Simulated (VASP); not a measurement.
Runs of VASP 6.6.1 on Ti. The structure is that of space group P6/mmm (No. 191), or close to it. The cells are those of the table. 

| cell | gap on the mesh (eV) | pressure (GPa) |
| --- | --- | --- |
| a = 4.568, b = 4.568, c = 2.881 Å, angles 90.0, 90.0, 120.0°, 3 atoms | none | (b) |
| a = 4.568, b = 4.568, c = 2.909 Å, angles 90.0, 90.0, 120.0°, 3 atoms | none | (a) |
| a = 4.568, b = 4.568, c = 2.768 Å, angles 90.0, 90.0, 120.0°, 3 atoms | none | 3.1 |
| a = 4.568, b = 4.568, c = 2.796 Å, angles 90.0, 90.0, 120.0°, 3 atoms | none | 1.7 |
| a = 4.568, b = 4.568, c = 2.740 Å, angles 90.0, 90.0, 120.0°, 3 atoms | none | 4.5 |

Alike in all rows: task single point; level r2SCAN; potentials or basis VASP PAW PBE potentials, release 64 (Ti_sv); no spin polarisation; k mesh 12 × 12 × 18; cutoff (eV) 520; smearing gaussian 0.1 eV.

Fill in the values left out.

(a) -3.0; (b) -1.9.

Caveats: the PAW data sets were made with another functional, which shifts forces and pressure a little.

A gap of «none» marks levels without a gap at the run's occupations.
